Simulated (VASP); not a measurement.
# SiO2 (I4/mmm) in VASP: a series of runs

The runs below take SiO2 through single point, with LDA.

Program: VASP 6.6.1. These are calculated values, not measurements. Logs are shortened: lines on timing, memory, paths and dates and some standing lists are left out, and cuts for length are marked.

## (1) The cell of the first run

Symmetry: I4/mmm, No. 139, tetragonal system. The conventional cell has a = 8.911 Å, b = 8.911 Å, c = 5.215 Å, α = 90.00°, β = 90.00°, γ = 90.00°. Within 2.1 Å of Si (site symmetry m2m) lie 4 O at 1.60 Å. Within 2.1 Å of O (site symmetry 2/m) lie 2 Si at 1.60 Å. O (site symmetry m2m) has 2 Si at 1.60 Å within 2.1 Å.

## (2) Single point, LDA

Input file INCAR:

```
ALGO = Normal
EDIFF = 1E-6
ENCUT = 520
GGA = CA
ISIF = 2
ISMEAR = 0
LASPH = T
LCHARG = F
LREAL = F
LWAVE = F
NBANDS = 44
NELM = 100
PREC = Accurate
SIGMA = 0.02
```

Input file KPOINTS:

```
k-points
0
Gamma
  6 6 6
```

Input file POSCAR:

```
SiO2
1.0
   -4.4553296906      4.4553296906      2.6073622167
    4.4553296906     -4.4553296906      2.6073622167
    4.4553296906      4.4553296906     -2.6073622167
Si O
4 8
Direct
    0.1769371919      0.1769371919      0.3538743837
    0.8230628081      0.1769371919      0.0000000000
    0.1769371919      0.8230628081      0.0000000000
    0.8230628081      0.8230628081      0.6461256163
    0.5000000000      0.5000000000      0.5000000000
    0.0000000000      0.5000000000      0.0000000000
    0.5000000000      0.0000000000      0.0000000000
    0.0000000000      0.0000000000      0.5000000000
    0.0000000000      0.2089418893      0.2089418893
    0.7910581107      0.0000000000      0.7910581107
    0.2089418893      0.0000000000      0.2089418893
    0.0000000000      0.7910581107      0.7910581107
```

Potentials or basis: VASP PAW LDA potentials, release 64 (Si, O).

Launch:

```console
> cat potpaw_LDA.64/Si/POTCAR potpaw_LDA.64/O/POTCAR > POTCAR
> mpirun -np 1 vasp_std > vasp.out
```

OUTCAR:

```text
EDIFF = 1E-6
   ENCUT = 520
   GGA = CA
   ISIF = 2
   ISMEAR = 0
   LASPH = T
   LREAL = F
   NELM = 100
   PREC = Accurate

 ion  position               nearest neighbor table
   1  0.177  0.177  0.354-   5 1.60   8 1.60   9 1.60  11 1.60
   2  0.823  0.177  0.000-   6 1.60   7 1.60   9 1.60  10 1.60
   3  0.177  0.823  0.000-   6 1.60   7 1.60  11 1.60  12 1.60
   4  0.823  0.823  0.646-   5 1.60   8 1.60  10 1.60  12 1.60
   5  0.500  0.500  0.500-   1 1.60   4 1.60
   6  0.000  0.500  0.000-   2 1.60   3 1.60
   7  0.500  0.000  0.000-   2 1.60   3 1.60
   8  0.000  0.000  0.500-   1 1.60   4 1.60
   9  0.000  0.209  0.209-   1 1.60   2 1.60
  10  0.791  0.000  0.791-   4 1.60   2 1.60
  11  0.209  0.000  0.209-   1 1.60   3 1.60
  12  0.000  0.791  0.791-   4 1.60   3 1.60

  LATTYP: Found a body centered tetragonal cell.
 ALAT       =     8.9106593812
 C/A-ratio  =     0.5852231816

  Lattice vectors:

 A1 = (  -4.4553296906,   4.4553296906,   2.6073622167)
 A2 = (   4.4553296906,  -4.4553296906,   2.6073622167)
 A3 = (   4.4553296906,   4.4553296906,  -2.6073622167)

Analysis of symmetry for initial positions (statically):
=====================================================================
 Subroutine PRICEL returns:
 Original cell was already a primitive cell.

 Routine SETGRP: Setting up the symmetry group for a
 body centered tetragonal supercell.

 Subroutine GETGRP returns: Found 16 space group operations
 (whereof 16 operations were pure point group operations)
 out of a pool of 16 trial point group operations.

The static configuration has the point symmetry D_4h.

Analysis of symmetry for dynamics (positions and initial velocities):
=====================================================================
 Subroutine PRICEL returns:
 Original cell was already a primitive cell.

 Routine SETGRP: Setting up the symmetry group for a
 body centered tetragonal supercell.

 Subroutine GETGRP returns: Found 16 space group operations
 (whereof 16 operations were pure point group operations)
 out of a pool of 16 trial point group operations.

The dynamic configuration has the point symmetry D_4h.

 Subroutine INISYM returns: Found 16 space group operations
 (whereof 16 operations are pure point group operations),
 and found     1 'primitive' translations

----------------------------------------------------------------------------------------

                                     Primitive cell

  volume of cell :     207.0242

  direct lattice vectors                    reciprocal lattice vectors
    -4.455329691  4.455329691  2.607362217     0.000000000  0.112225140  0.191764687
     4.455329691 -4.455329691  2.607362217     0.112225140  0.000000000  0.191764687
     4.455329691  4.455329691 -2.607362217     0.112225140  0.112225140  0.000000000

  length of vectors
     6.818963487  6.818963487  6.818963487     0.222189508  0.222189508  0.158710316

  position of ions in fractional coordinates (direct lattice)
     0.176937192  0.176937192  0.353874384
     0.823062808  0.176937192  0.000000000
     0.176937192  0.823062808  0.000000000
     0.823062808  0.823062808  0.646125616
     0.500000000  0.500000000  0.500000000
     0.000000000  0.500000000  0.000000000
     0.500000000  0.000000000  0.000000000
     0.000000000  0.000000000  0.500000000
     0.000000000  0.208941889  0.208941889
     0.791058111  0.000000000  0.791058111
     0.208941889  0.000000000  0.208941889
     0.000000000  0.791058111  0.791058111

  ion indices of the primitive-cell ions
   primitive index   ion index
                 1           1
                 2           2
                 3           3
                 4           4
                 5           5
                 6           6
                 7           7
                 8           8
                 9           9
                10          10
                11          11
                12          12

----------------------------------------------------------------------------------------

 KPOINTS: k-points

Automatic generation of k-mesh.
 Grid dimensions read from file:
 generate k-points for:    6    6    6

 Generating k-lattice:

  Cartesian coordinates                     Fractional coordinates (reciprocal lattice)
     0.000000000  0.018704190  0.031960781     0.166666667 -0.000000000  0.000000000
     0.018704190  0.000000000  0.031960781    -0.000000000  0.166666667  0.000000000
     0.018704190  0.018704190  0.000000000     0.000000000  0.000000000  0.166666667

  Length of vectors
     0.037031585  0.037031585  0.026451719

  Shift w.r.t. Gamma in fractional coordinates (k-lattice)
     0.000000000  0.000000000  0.000000000

 Subroutine IBZKPT returns following result:
 ===========================================

 Found     30 irreducible k-points:

 Following reciprocal coordinates:
            Coordinates               Weight
  0.000000  0.000000  0.000000      1.000000
  0.166667 -0.000000  0.000000      8.000000
  0.333333 -0.000000  0.000000      8.000000
  0.500000 -0.000000  0.000000      4.000000
  0.166667  0.166667  0.000000      8.000000
  0.333333  0.166667  0.000000     16.000000
[... 16 lines left out ...]
 -0.333333 -0.333333  0.166667      8.000000
 -0.166667 -0.333333  0.166667      8.000000
 [... further k-points ...]
   k-points           NKPTS =     30   k-points in BZ     NKDIM =     30   number of bands    NBANDS=     44
   number of dos      NEDOS =    301   number of ions     NIONS =     12
   total plane-waves  NPLWV = 157464
   dimension x,y,z NGX =    54 NGY =   54 NGZ =   54
   dimension x,y,z NGXF=   108 NGYF=  108 NGZF=  108
   ions per type =               4   8
   NGX,Y,Z   is equivalent  to a cutoff of  13.17, 13.17, 13.17 a.u.
   NGXF,Y,Z  is equivalent  to a cutoff of  26.33, 26.33, 26.33 a.u.
 SYSTEM =  unknown system
   PREC   = accura    normal or accurate (medium, high low for compatibility)
   ISTART =      0    job   : 0-new  1-cont  2-samecut
   ICHARG =      2    charge: 1-file 2-atom 10-const
   ISPIN  =      1    spin polarized calculation?
   LNONCOLLINEAR =      F non collinear calculations
   LSORBIT =      F    spin-orbit coupling
   LASPH  =      T    aspherical Exc in radial PAW
   ENCUT  =  520.0 eV  38.22 Ry    6.18 a.u.  12.68 12.68 12.68*2*pi/ulx,y,z
   NELM   =    100;   NELMIN=  2; NELMDL= -5     # of ELM steps
   EDIFF  = 0.1E-05   stopping-criterion for ELM
   LREAL  =      F    real-space projection
   EDIFFG = 0.1E-04   stopping-criterion for IOM
   NSW    =      0    number of steps for IOM
   IBRION =     -1    ionic relax: 0-MD 1-quasi-New 2-CG
   NFREE  =      0    steps in history (QN), initial steepest desc. (CG)
   ISIF   =      2    stress and relaxation
   ISYM   =      2    0-nonsym 1-usesym 2-fastsym
   POTIM  = 0.5000    time-step for ionic-motion
   TEBEG  =    0.0;   TEEND  =   0.0 temperature during run
   PSTRESS=    0.0 pullay stress
   NELECT =      64.0000    total number of electrons
   NUPDOWN=      -1.0000    fix difference up-down
   EMIN   =  10.00;   EMAX   =-10.00  energy-range for DOS
   EFERMI =   0.00;   METHOD = LEGACY
   ISMEAR =     0;   SIGMA  =   0.02  broadening in eV -4-tet -1-fermi 0-gaus
   EFERMI_NEDOS =   21; number of points for ismear=-14 and -15
   IALGO  =     38    algorithm
   IMIX   =      4    mixing-type and parameters
     AMIX     =   0.40;   BMIX     =  1.00
     AMIX_MAG =   1.60;   BMIX_MAG =  1.00
  volume/ion in A,a.u.               =      17.25       116.42
  Fermi-wavevector in a.u.,A,eV,Ry     =   1.106949  2.091831 16.671724  1.225337
  Thomas-Fermi vector in A             =   2.243457
   LORBIT       =      0    0 simple, 1 ext, 2 COOP (PROOUT), +10 PAW based schemes
   GGA     = CA    functional components
   LHFCALC =     F    Hartree Fock is set to
   AEXX    =    0.0000 exact exchange contribution
   IVDW    =     0    specifies the selected vdW correction
   LEPSILON=     F    determine dielectric tensor
   LRPA    =     F    only Hartree local field effects (RPA)
 non-spin polarized calculation
 Gauss-broadening in eV      SIGMA  =   0.02
  energy-cutoff  :      520.00
  volume of cell :      207.02
 maximum number of plane-waves:      5605
 NGX is ok and might be reduce to    54
   NGX = 25   NGY = 25   NGZ = 25

 number of electron      64.0000006 magnetization

 Free energy of the ion-electron system (eV)
  ---------------------------------------------------
  ext. energy  EPLUGINS =         0.00000000
  ---------------------------------------------------
  free energy    TOTEN  =      -103.62146298 eV

  energy without entropy =     -103.62146298  energy(sigma->0) =     -103.62146298

 E-fermi :  -1.0832     XC(G=0):  -7.8366

 val. band max:       -1.2583061679   @ k =   0.5000   0.5000   0.5000
 cond. band min:       4.0823049091   @ k =   0.0000   0.0000   0.0000
 fundamental gap:      5.3406110770
 Fermi energy:        -1.0832487682

 k-point     1 :       0.0000    0.0000    0.0000
  band No.  band energies     occupation
      1     -20.5434      2.00000
      2     -19.6364      2.00000
      3     -19.0861      2.00000
      4     -19.0861      2.00000
      5     -18.4429      2.00000
      6     -18.4046      2.00000
[... 36 lines left out ...]
     43       9.7134      0.00000
     44       9.8529      0.00000

 k-point     2 :       0.1667   -0.0000    0.0000
  band No.  band energies     occupation
      1     -20.4735      2.00000
      2     -19.6361      2.00000
      3     -19.1906      2.00000
      4     -19.0835      2.00000
      5     -18.4413      2.00000
      6     -18.4107      2.00000
[... 36 lines left out ...]
     43       9.3355      0.00000
     44       9.6343      0.00000

 k-point     3 :       0.3333   -0.0000    0.0000
  band No.  band energies     occupation
      1     -20.2876      2.00000
      2     -19.6319      2.00000
      3     -19.4457      2.00000
      4     -19.0868      2.00000
      5     -18.4410      2.00000
      6     -18.4177      2.00000
[... 36 lines left out ...]
     43       9.2566      0.00000
     44       9.6221      0.00000

 k-point     4 :       0.5000   -0.0000    0.0000
  band No.  band energies     occupation
      1     -20.1341      2.00000
      2     -19.6335      2.00000
      3     -19.6281      2.00000
      4     -19.0928      2.00000
      5     -18.4426      2.00000
      6     -18.4173      2.00000
[... 882 lines left out ...]
     43       9.2547      0.00000
     44       9.8961      0.00000

 k-point    23 :      -0.3333   -0.3333    0.1667
  band No.  band energies     occupation
      1     -20.0522      2.00000
      2     -19.8754      2.00000
      3     -19.6981      2.00000
      4     -18.8112      2.00000
      5     -18.4385      2.00000
      6     -18.4191      2.00000
[... 36 lines left out ...]
     43       9.2713      0.00000
     44       9.7643      0.00000

 k-point    24 :      -0.1667   -0.3333    0.1667
  band No.  band energies     occupation
      1     -20.1353      2.00000
      2     -19.6312      2.00000
      3     -19.6299      2.00000
      4     -19.0884      2.00000
      5     -18.4468      2.00000
      6     -18.4145      2.00000
[... 36 lines left out ...]
     43       9.6454      0.00000
     44       9.8108      0.00000

 [... further k-points ...]

------------------------ aborting loop because EDIFF is reached ----------------------------------------

  FORCE on cell =-STRESS in cart. coord.  units (eV):
  Direction    XX          YY          ZZ          XY          YZ          ZX
  --------------------------------------------------------------------------------------
  -------------------------------------------------------------------------------------
  Total        0.5613690      0.5613690      0.5404484      0.0000000      0.0000000      0.0000000
  in kB        4.3444814      4.3444814      4.1825753      0.0000000      0.0000000      0.0000000
  external PRESSURE =       4.2905127 kB  Pullay stress =       0.0000000 kB

 VOLUME and BASIS-vectors are now :
 -----------------------------------------------------------------------------
  energy-cutoff  :      520.00
  volume of cell :      207.02
      direct lattice vectors                 reciprocal lattice vectors
    -4.455329691  4.455329691  2.607362217     0.000000000  0.112225140  0.191764687
     4.455329691 -4.455329691  2.607362217     0.112225140  0.000000000  0.191764687
     4.455329691  4.455329691 -2.607362217     0.112225140  0.112225140  0.000000000

 POSITION                                       TOTAL-FORCE (eV/Angst)
 -----------------------------------------------------------------------------------
      1.57663      1.57663      0.00000         0.021840      0.021840     -0.000000
     -2.87870      2.87870      2.60736         0.021840     -0.021840      0.000000
      2.87870     -2.87870      2.60736        -0.021840      0.021840     -0.000000
      2.87870      2.87870      2.60736        -0.021840     -0.021840      0.000000
      2.22766      2.22766      1.30368         0.000000      0.000000     -0.000000
      2.22766     -2.22766      1.30368         0.000000      0.000000     -0.000000
     -2.22766      2.22766      1.30368         0.000000      0.000000     -0.000000
      2.22766      2.22766     -1.30368         0.000000      0.000000     -0.000000
      1.86181      0.00000      0.00000         0.003178      0.000000     -0.000000
      0.00000      7.04885      0.00000         0.000000     -0.003178     -0.000000
      0.00000      1.86181      0.00000         0.000000      0.003178     -0.000000
      7.04885      0.00000      0.00000        -0.003178     -0.000000     -0.000000
 -----------------------------------------------------------------------------------
    total drift:                               -0.000000     -0.000000      0.000000

  FREE ENERGIE OF THE ION-ELECTRON SYSTEM (eV)
  ---------------------------------------------------
  free  energy   TOTEN  =      -103.6214629806 eV

  energy  without entropy=     -103.6214629806  energy(sigma->0) =     -103.62146298
```

Wall time 5.8 min (1 thread of Intel Xeon Platinum 8375C at 2.90GHz (Ice Lake), shared host); peak memory 0.41 GiB.

What came out:

| Item | Value |
| --- | --- |
| Free energy | -103.6215 eV |
| Pressure | 0.4 GPa |
| Largest force | 0.031 eV/Å |
| Band gap on the k mesh | 5.34 eV |

Forces in eV/Å, atoms in the order of the input:
```
Si   0.022  0.022  0.000
Si   0.022 -0.022  0.000
Si  -0.022  0.022  0.000
Si  -0.022 -0.022  0.000
O    0.000  0.000  0.000
O    0.000  0.000  0.000
O    0.000  0.000  0.000
O    0.000  0.000  0.000
O    0.003  0.000  0.000
O    0.000 -0.003  0.000
O    0.000  0.003  0.000
O   -0.003  0.000  0.000
```

## (3) Single point, LDA

Input file INCAR:

```
PREC     = Accurate       # precision mode
ENCUT    = 520            # plane-wave cutoff, eV
EDIFF    = 1E-6           # SCF threshold, eV
ISMEAR   = 0              # smearing method
SIGMA    = 0.05           # smearing width, eV
LREAL    = False          # projectors in reciprocal space
LASPH    = True           # aspherical terms in the spheres
NELM     = 100            # most SCF steps
ALGO     = Normal         # electronic algorithm
ISIF     = 2              # what is computed and relaxed
LWAVE    = False          # write WAVECAR
LCHARG   = False          # write CHGCAR
NBANDS   = 44             # bands
```

Input file KPOINTS:

```
Automatic mesh
0
Gamma
  6 6 6
```

POSCAR is that of step 2.

Potentials or basis: VASP PAW LDA potentials, release 64 (Si, O).

Launch:

```console
> cat potpaw_LDA.64/Si/POTCAR potpaw_LDA.64/O/POTCAR > POTCAR
> mpirun -np 1 vasp_std > vasp.out
```

OUTCAR:

```text
PREC = Accurate
   ENCUT = 520
   EDIFF = 1E-6
   ISMEAR = 0
   LREAL = False
   LASPH = True
   NELM = 100
   ISIF = 2

 ion  position               nearest neighbor table
   1  0.177  0.177  0.354-   5 1.60   8 1.60   9 1.60  11 1.60
   2  0.823  0.177  0.000-   6 1.60   7 1.60   9 1.60  10 1.60
   3  0.177  0.823  0.000-   6 1.60   7 1.60  11 1.60  12 1.60
   4  0.823  0.823  0.646-   5 1.60   8 1.60  10 1.60  12 1.60
   5  0.500  0.500  0.500-   1 1.60   4 1.60
   6  0.000  0.500  0.000-   2 1.60   3 1.60
   7  0.500  0.000  0.000-   2 1.60   3 1.60
   8  0.000  0.000  0.500-   1 1.60   4 1.60
[... 1359 lines left out ...]
  energy-cutoff  :      520.00
  volume of cell :      207.02
      direct lattice vectors                 reciprocal lattice vectors
    -4.455329691  4.455329691  2.607362217     0.000000000  0.112225140  0.191764687
     4.455329691 -4.455329691  2.607362217     0.112225140  0.000000000  0.191764687
     4.455329691  4.455329691 -2.607362217     0.112225140  0.112225140  0.000000000

 POSITION                                       TOTAL-FORCE (eV/Angst)
 -----------------------------------------------------------------------------------
      1.57663      1.57663      0.00000         0.021840      0.021840      0.000000
     -2.87870      2.87870      2.60736         0.021840     -0.021840     -0.000000
      2.87870     -2.87870      2.60736        -0.021840      0.021840     -0.000000
      2.87870      2.87870      2.60736        -0.021840     -0.021840     -0.000000
      2.22766      2.22766      1.30368         0.000000      0.000000     -0.000000
      2.22766     -2.22766      1.30368         0.000000      0.000000     -0.000000
     -2.22766      2.22766      1.30368         0.000000      0.000000     -0.000000
      2.22766      2.22766     -1.30368         0.000000      0.000000     -0.000000
      1.86181      0.00000      0.00000         0.003178      0.000000     -0.000000
      0.00000      7.04885      0.00000         0.000000     -0.003178     -0.000000
      0.00000      1.86181      0.00000         0.000000      0.003178     -0.000000
      7.04885      0.00000      0.00000        -0.003178      0.000000     -0.000000
 -----------------------------------------------------------------------------------
    total drift:                               -0.000000     -0.000000      0.000000

  FREE ENERGIE OF THE ION-ELECTRON SYSTEM (eV)
  ---------------------------------------------------
  free  energy   TOTEN  =      -103.6214629806 eV

  energy  without entropy=     -103.6214629806  energy(sigma->0) =     -103.62146298
```

stdout:

```text
POSCAR found type information on POSCAR SiO
 POSCAR found :  2 types and      12 ions
 scaLAPACK will be used
 LDA part: xc-table for (Slater(with rela. corr.)+CA(PZ))
 , standard interpolation
 POSCAR, INCAR and KPOINTS ok, starting setup
 FFT: planning ... GRIDC
 FFT: planning ... GRID_SOFT
 FFT: planning ... GRID
 WAVECAR not read
 entering main loop
```

It took 6.2 min on 1 thread of Intel Xeon Platinum 8375C at 2.90GHz (Ice Lake), shared host; peak memory 0.41 GiB.

What came out:

| Quantity | Value |
| --- | --- |
| Free energy | -103.6215 eV |
| Pressure | 0.4 GPa |
| Largest force | 0.031 eV/Å |
| Band gap on the k mesh | 5.34 eV |

Forces on the atoms (eV/Å):
```
Si   0.022  0.022  0.000
Si   0.022 -0.022  0.000
Si  -0.022  0.022  0.000
Si  -0.022 -0.022  0.000
O    0.000  0.000  0.000
O    0.000  0.000  0.000
O    0.000  0.000  0.000
O    0.000  0.000  0.000
O    0.003  0.000  0.000
O    0.000 -0.003  0.000
O    0.000  0.003  0.000
O   -0.003  0.000  0.000
```

[end of part 1 of 2]
